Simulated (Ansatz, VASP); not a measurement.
One calculation of SiTe4H, two programs

```
Si Te H
1.0
     3.27928    1.89329    4.44431
    -3.27928    1.89329    4.44431
     0.00000   -3.78658    4.44431
Si Te H
1 4 1
Direct
  0.00000 0.00000 0.00000
  0.84349 0.84349 0.84349
  0.15651 0.15651 0.15651
  0.34952 0.34952 0.34952
  0.65048 0.65048 0.65048
  0.50000 0.50000 0.50000
```

Alike in both runs: task relaxation of cell and atoms; functional PBE; k mesh 3 × 3 × 3; occupations gaussian, width 0.1 eV; no spin polarisation.

```csv
,VASP,Ansatz
version,VASP 6.6.1,Ansatz 0.2.0
potentials or method,"VASP PAW PBE potentials, release 64 (Si, Te, H), cutoff 600 eV","scalar-relativistic, plane waves, PAW"
valence electrons in the cell,29,69
```

VASP gave:

| Quantity | Value |
| --- | --- |
| gap on the k mesh at the Fermi level, each at its own relaxed structure (eV) | none |
| relaxed volume (Å³/atom) | 23.46 |
| relaxed cell length with the largest relative difference (Å) | 6.200 |

Question: Which values does Ansatz return?

Answer: gap on the k mesh at the Fermi level, each at its own relaxed structure (eV): none; relaxed volume (Å³/atom): 23.50; relaxed cell length with the largest relative difference (Å): 6.202.

A gap of «none» marks a metal or a gap that the smearing closes. VASP's potentials hold 29 valence electrons a cell and Ansatz's 69, so a difference there can come from the potentials and not from the codes.

The k mesh is coarse, so the values compare programs but aren't converged. Neither program's run includes spin-orbit coupling.
